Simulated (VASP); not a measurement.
Here is a VASP 6.6.1 calculation.

The input INCAR:

```
SYSTEM = Cd
PREC = Accurate ; ENCUT = 520
EDIFF = 1E-6 ; ISMEAR = 0
SIGMA = 0.15 ; LREAL = .FALSE.
LASPH = .TRUE. ; NELM = 80
ALGO = Fast ; ISIF = 2
LWAVE = .FALSE. ; LCHARG = .FALSE.
GGA = PS ; NBANDS = 12
```

Contents of KPOINTS:

```
Automatic mesh
0
G
  18 18 18
  0 0 0
```

The input POSCAR:

```
Cd
1.0
    0.0000000000      2.2514219962      2.2181497500
    2.2514219962      0.0000000000      2.2181497500
    2.2514219962      2.2514219962      0.0000000000
Cd
1
Direct
    0.0000000000      0.0000000000      0.0000000000
```

Potentials or basis: VASP PAW PBE potentials, release 64 (Cd).

The run is started by

```console
$ cat potpaw_PBE.64/Cd/POTCAR > POTCAR
$ mpirun -np 1 vasp_std > vasp.out
```

(1) What does it give for the band gap on the k mesh?

(2) What does it give for the pressure?

## Answers

(1) zero (bands 6 and 7 overlap by 3.01 eV).

(2) -3.1 GPa.

Caveat: the cell differs from its parent crystal (strain +0.015 along x and y, +0.000 along z); the cell stands under tension; the PAW data sets were made with another functional, which shifts forces and pressure a little.
